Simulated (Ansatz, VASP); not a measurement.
Ge in VASP and in Ansatz

```xyz
2
Lattice="0.0000 2.8289 2.8289 2.8289 0.0000 2.8289 2.8289 2.8289 0.0000" Properties=species:S:1:pos:R:3 pbc="T T T"
Ge    4.2434    4.2434    4.2434
Ge    2.8289    2.8289    2.8289
```

Alike in both runs: functional PBE; dispersion D3(BJ); k mesh 8 × 8 × 8; occupations fermi-dirac, width 0.1 eV; non-collinear spin, spin-orbit coupling.

|  | VASP | Ansatz |
| --- | --- | --- |
| version | VASP 6.6.1 | Ansatz 0.2.0 |
| potentials or method | VASP PAW PBE potentials, release 64 (Ge_d) | PseudoDojo standard (PBE files) |
| plane-wave cutoff (eV) | 500 | 1061 |
| valence electrons in the cell | 28 | 28 |
| task | single point | electrostatic potential |

Ansatz gave:

- pressure (GPa): 1.7
- net moment per atom (μB): 0.00

Task: What did VASP give for the same quantities?

Result: Pressure (GPa): 1.4; net moment per atom (μB): 0.00.
